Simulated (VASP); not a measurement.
# MoSeS (l.A) in VASP: single point with LDA

Aim: the single point of MoSeS (l.A) with LDA.

Everything below comes from runs of VASP 6.6.1. Logs are shortened: lines on timing, memory, paths and dates and some standing lists are left out, and cuts for length are marked.

### Step 1. The cell of the first run

The cell holds a sheet with vacuum, 3 atoms: a = 3.181 Å, b = 3.181 Å, c = 30.200 Å, α = 90.00°, β = 90.00°, γ = 120.00°.

### Step 2. Single point, LDA

The input, INCAR:

```
PREC = Accurate
ENCUT = 400
EDIFF = 1E-6
ISMEAR = 0
SIGMA = 0.03
LREAL = F
LASPH = T
NELM = 120
ALGO = Normal
ISIF = 2
LWAVE = F
LCHARG = F
LDIPOL = T
IDIPOL = 3
DIPOL = 0.5 0.5 0.284
GGA = CA
NBANDS = 20
GGA_COMPAT = F
NELMDL = -8
```

The input, KPOINTS:

```
regular mesh
0
Gamma
  12 12 1
```

The input, POSCAR:

```
MoSeS
1.0
    3.1813233445      0.0000000000      0.0000000000
   -1.5906616722      2.7551068340      0.0000000000
    0.0000000000      0.0000000000     30.1999999990
S Mo Se
1 1 1
Direct
    0.6666666667      0.3333333333      0.2318149726
    0.3333333333      0.6666666667      0.2821044587
    0.6666666667      0.3333333333      0.3380673237
```

Potentials or basis: VASP PAW LDA potentials, release 64 (S, Mo_sv, Se).

The run is started by

```
cat potpaw_LDA.64/S/POTCAR potpaw_LDA.64/Mo_sv/POTCAR potpaw_LDA.64/Se/POTCAR > POTCAR
mpirun -np 1 vasp_std > vasp.out
```

OUTCAR:

```text
PREC = Accurate
   ENCUT = 400
   EDIFF = 1E-6
   ISMEAR = 0
   LREAL = F
   LASPH = T
   NELM = 120
   ISIF = 2
   GGA = CA
   NELMDL = -8

 ion  position               nearest neighbor table
   1  0.667  0.333  0.232-   2 2.38   2 2.38   2 2.38
   2  0.333  0.667  0.282-   1 2.38   1 2.38   1 2.38   3 2.50   3 2.50   3 2.50
   3  0.667  0.333  0.338-   2 2.50   2 2.50   2 2.50

  LATTYP: Found a hexagonal cell.
 ALAT       =     3.1813233445
 C/A-ratio  =     9.4929049105

  Lattice vectors:

 A1 = (   3.1813233445,   0.0000000000,   0.0000000000)
 A2 = (  -1.5906616722,   2.7551068340,   0.0000000000)
 A3 = (   0.0000000000,   0.0000000000,  30.1999999990)

Analysis of symmetry for initial positions (statically):
=====================================================================
 Subroutine PRICEL returns:
 Original cell was already a primitive cell.

 Routine SETGRP: Setting up the symmetry group for a
 hexagonal supercell.

 Subroutine GETGRP returns: Found  6 space group operations
 (whereof  6 operations were pure point group operations)
 out of a pool of 24 trial point group operations.

The static configuration has the point symmetry C_3v.

Analysis of symmetry for dynamics (positions and initial velocities):
=====================================================================
 Subroutine PRICEL returns:
 Original cell was already a primitive cell.

 Routine SETGRP: Setting up the symmetry group for a
 hexagonal supercell.

 Subroutine GETGRP returns: Found  6 space group operations
 (whereof  6 operations were pure point group operations)
 out of a pool of 24 trial point group operations.

The dynamic configuration has the point symmetry C_3v.

 Subroutine INISYM returns: Found  6 space group operations
 (whereof  6 operations are pure point group operations),
 and found     1 'primitive' translations

----------------------------------------------------------------------------------------

                                     Primitive cell

  volume of cell :     264.6995

  direct lattice vectors                    reciprocal lattice vectors
     3.181323344  0.000000000  0.000000000     0.314334600  0.181481166  0.000000000
    -1.590661672  2.755106834  0.000000000     0.000000000  0.362962331  0.000000000
     0.000000000  0.000000000 30.199999999     0.000000000  0.000000000  0.033112583

  length of vectors
     3.181323344  3.181323344 30.199999999     0.362962331  0.362962331  0.033112583

  position of ions in fractional coordinates (direct lattice)
     0.666666667  0.333333333  0.231814973
     0.333333333  0.666666667  0.282104459
     0.666666667  0.333333333  0.338067324

  ion indices of the primitive-cell ions
   primitive index   ion index
                 1           1
                 2           2
                 3           3

----------------------------------------------------------------------------------------

 KPOINTS: regular mesh

Automatic generation of k-mesh.
 Grid dimensions read from file:
 generate k-points for:   12   12    1

 Generating k-lattice:

  Cartesian coordinates                     Fractional coordinates (reciprocal lattice)
     0.026194550  0.015123430  0.000000000     0.083333333  0.000000000  0.000000000
     0.000000000  0.030246861  0.000000000     0.000000000  0.083333333  0.000000000
     0.000000000  0.000000000  0.033112583     0.000000000  0.000000000  1.000000000

  Length of vectors
     0.030246861  0.030246861  0.033112583

  Shift w.r.t. Gamma in fractional coordinates (k-lattice)
     0.000000000  0.000000000  0.000000000

 Subroutine IBZKPT returns following result:
 ===========================================

 Found     19 irreducible k-points:

 Following reciprocal coordinates:
            Coordinates               Weight
  0.000000  0.000000  0.000000      1.000000
  0.083333  0.000000  0.000000      6.000000
  0.166667 -0.000000  0.000000      6.000000
  0.250000  0.000000  0.000000      6.000000
  0.333333 -0.000000  0.000000      6.000000
  0.416667  0.000000  0.000000      6.000000
[... 11 lines left out ...]
  0.333333  0.250000  0.000000     12.000000
  0.333333  0.333333  0.000000      2.000000
   k-points           NKPTS =     19   k-points in BZ     NKDIM =     19   number of bands    NBANDS=     20
   number of dos      NEDOS =    301   number of ions     NIONS =      3
   total plane-waves  NPLWV = 115200
   dimension x,y,z NGX =    24 NGY =   24 NGZ =  200
   dimension x,y,z NGXF=    48 NGYF=   48 NGZF=  400
   ions per type =               1   1   1
   NGX,Y,Z   is equivalent  to a cutoff of  12.54, 12.54, 11.01 a.u.
   NGXF,Y,Z  is equivalent  to a cutoff of  25.08, 25.08, 22.02 a.u.
 SYSTEM =  unknown system
   PREC   = accura    normal or accurate (medium, high low for compatibility)
   ISTART =      0    job   : 0-new  1-cont  2-samecut
   ICHARG =      2    charge: 1-file 2-atom 10-const
   ISPIN  =      1    spin polarized calculation?
   LNONCOLLINEAR =      F non collinear calculations
   LSORBIT =      F    spin-orbit coupling
   LASPH  =      T    aspherical Exc in radial PAW
   ENCUT  =  400.0 eV  29.40 Ry    5.42 a.u.   5.19  5.19 49.25*2*pi/ulx,y,z
   NELM   =    120;   NELMIN=  2; NELMDL= -8     # of ELM steps
   EDIFF  = 0.1E-05   stopping-criterion for ELM
   LREAL  =      F    real-space projection
   EDIFFG = 0.1E-04   stopping-criterion for IOM
   NSW    =      0    number of steps for IOM
   IBRION =     -1    ionic relax: 0-MD 1-quasi-New 2-CG
   NFREE  =      0    steps in history (QN), initial steepest desc. (CG)
   ISIF   =      2    stress and relaxation
   ISYM   =      2    0-nonsym 1-usesym 2-fastsym
   POTIM  = 0.5000    time-step for ionic-motion
   TEBEG  =    0.0;   TEEND  =   0.0 temperature during run
   PSTRESS=    0.0 pullay stress
   NELECT =      26.0000    total number of electrons
   NUPDOWN=      -1.0000    fix difference up-down
   EMIN   =  10.00;   EMAX   =-10.00  energy-range for DOS
   EFERMI =   0.00;   METHOD = LEGACY
   ISMEAR =     0;   SIGMA  =   0.03  broadening in eV -4-tet -1-fermi 0-gaus
   EFERMI_NEDOS =   21; number of points for ismear=-14 and -15
   IALGO  =     38    algorithm
   IMIX   =      4    mixing-type and parameters
     AMIX     =   0.40;   BMIX     =  1.00
     AMIX_MAG =   1.60;   BMIX_MAG =  1.00
  volume/ion in A,a.u.               =      88.23       595.43
  Fermi-wavevector in a.u.,A,eV,Ry     =   0.755350  1.427404  7.762853  0.570554
  Thomas-Fermi vector in A             =   1.853224
   LORBIT       =      0    0 simple, 1 ext, 2 COOP (PROOUT), +10 PAW based schemes
   GGA     = CA    functional components
   LHFCALC =     F    Hartree Fock is set to
   AEXX    =    0.0000 exact exchange contribution
   IVDW    =     0    specifies the selected vdW correction
   LEPSILON=     F    determine dielectric tensor
   LRPA    =     F    only Hartree local field effects (RPA)
 non-spin polarized calculation
 Gauss-broadening in eV      SIGMA  =   0.03
  energy-cutoff  :      400.00
  volume of cell :      264.70
 maximum number of plane-waves:      4846
 NGX is ok and might be reduce to    24
   NGX = 11   NGY = 11   NGZ = 99

 number of electron      26.0000000 magnetization

 dipolmoment           0.000000      0.000000     -0.033806 electrons x Angstroem

 Free energy of the ion-electron system (eV)
  ---------------------------------------------------
  ext. energy  EPLUGINS =         0.00000000
  ---------------------------------------------------
  free energy    TOTEN  =       -23.41220978 eV

  energy without entropy =      -23.41220978  energy(sigma->0) =      -23.41220978

 E-fermi :  -3.1105     XC(G=0):  -2.6928

 val. band max:       -3.2666373453   @ k =   0.3333   0.3333   0.0000
 cond. band min:      -1.5072750162   @ k =   0.3333   0.3333   0.0000
 fundamental gap:      1.7593623291
 Fermi energy:        -3.1104536917

 k-point     1 :       0.0000    0.0000    0.0000
  band No.  band energies     occupation
      1     -63.6281      2.00000
      2     -38.0305      2.00000
      3     -37.7573      2.00000
      4     -37.7573      2.00000
      5     -17.6993      2.00000
      6     -16.2651      2.00000
[... 12 lines left out ...]
     19       2.4555      0.00000
     20       2.5378      0.00000

 k-point     2 :       0.0833    0.0000    0.0000
  band No.  band energies     occupation
      1     -63.6254      2.00000
      2     -38.0251      2.00000
      3     -37.7839      2.00000
      4     -37.7633      2.00000
      5     -17.5923      2.00000
      6     -16.2127      2.00000
[... 12 lines left out ...]
     19       2.6170      0.00000
     20       2.6883      0.00000

 k-point     3 :       0.1667   -0.0000    0.0000
  band No.  band energies     occupation
      1     -63.6182      2.00000
      2     -38.0102      2.00000
      3     -37.8561      2.00000
      4     -37.7797      2.00000
      5     -17.2862      2.00000
      6     -16.0634      2.00000
[... 12 lines left out ...]
     19       3.0334      0.00000
     20       3.0882      0.00000

 k-point     4 :       0.2500    0.0000    0.0000
  band No.  band energies     occupation
      1     -63.6083      2.00000
      2     -37.9900      2.00000
      3     -37.9536      2.00000
      4     -37.8021      2.00000
      5     -16.8277      2.00000
      6     -15.8423      2.00000
[... 314 lines left out ...]
 k-point    18 :       0.3333    0.2500    0.0000
  band No.  band energies     occupation
      1     -63.5848      2.00000
      2     -38.0777      2.00000
      3     -37.9587      2.00000
      4     -37.9417      2.00000
      5     -15.4875      2.00000
      6     -15.1489      2.00000
[... 12 lines left out ...]
     19       4.7389      0.00000
     20       5.7811      0.00000

 k-point    19 :       0.3333    0.3333    0.0000
  band No.  band energies     occupation
      1     -63.5835      2.00000
      2     -38.0489      2.00000
      3     -38.0033      2.00000
      4     -37.9389      2.00000
      5     -15.4047      2.00000
      6     -15.0924      2.00000
[... 12 lines left out ...]
     19       3.9297      0.00000
     20       6.1262      0.00000

------------------------ aborting loop because EDIFF is reached ----------------------------------------

 vacuum level on the upper side and lower side of the slab       (xc-potential included)        -0.349         0.335

  FORCE on cell =-STRESS in cart. coord.  units (eV):
  Direction    XX          YY          ZZ          XY          YZ          ZX
  --------------------------------------------------------------------------------------
  -------------------------------------------------------------------------------------
  Total        0.0443770      0.0443770      0.0720874      0.0000000      0.0000000     -0.0000000
  in kB        0.2686055      0.2686055      0.4363320      0.0000000      0.0000000     -0.0000000
  external PRESSURE =       0.3245143 kB  Pullay stress =       0.0000000 kB

 VOLUME and BASIS-vectors are now :
 -----------------------------------------------------------------------------
  energy-cutoff  :      400.00
  volume of cell :      264.70
      direct lattice vectors                 reciprocal lattice vectors
     3.181323344  0.000000000  0.000000000     0.314334600  0.181481166  0.000000000
    -1.590661672  2.755106834  0.000000000     0.000000000  0.362962331  0.000000000
     0.000000000  0.000000000 30.199999999     0.000000000  0.000000000  0.033112583

 POSITION                                       TOTAL-FORCE (eV/Angst)
 -----------------------------------------------------------------------------------
      1.59066      0.91837      7.00081         0.000000     -0.000000     -0.020546
     -0.00000      1.83674      8.51955         0.000000     -0.000000     -0.060242
      1.59066      0.91837     10.20963        -0.000000      0.000000      0.080788
 -----------------------------------------------------------------------------------
    total drift:                               -0.000000     -0.000000      0.000831

  FREE ENERGIE OF THE ION-ELECTRON SYSTEM (eV)
  ---------------------------------------------------
  free  energy   TOTEN  =       -23.4122097807 eV

  energy  without entropy=      -23.4122097807  energy(sigma->0) =      -23.41220978

 vacuum level on the upper side and lower side of the slab         2.267         2.965
```

Wall time 2.4 min (1 thread of AMD EPYC 7R13 (Zen 3), shared host); peak memory 0.26 GiB.

Results:

- Free energy: -23.4122 eV
- Largest force: 0.081 eV/Å
- Band gap on the k mesh: 1.76 eV, direct

Forces on the atoms (eV/Å):
```
S    0.000  0.000 -0.021
Mo   0.000  0.000 -0.060
Se   0.000  0.000  0.081
```

Levels at points of the mesh, in eV from the valence-band top:
| k point | band 11 | band 12 | band 13 | band 14 | band 15 | band 16 |
| --- | --- | --- | --- | --- | --- | --- |
| (0.00, 0.00, 0.00) | -1.15 | -1.15 | -0.10 | 3.03 | 3.03 | 3.41 |
| (0.50, 0.00, 0.00) | -1.92 | -0.62 | -0.61 | 2.31 | 2.71 | 3.84 |
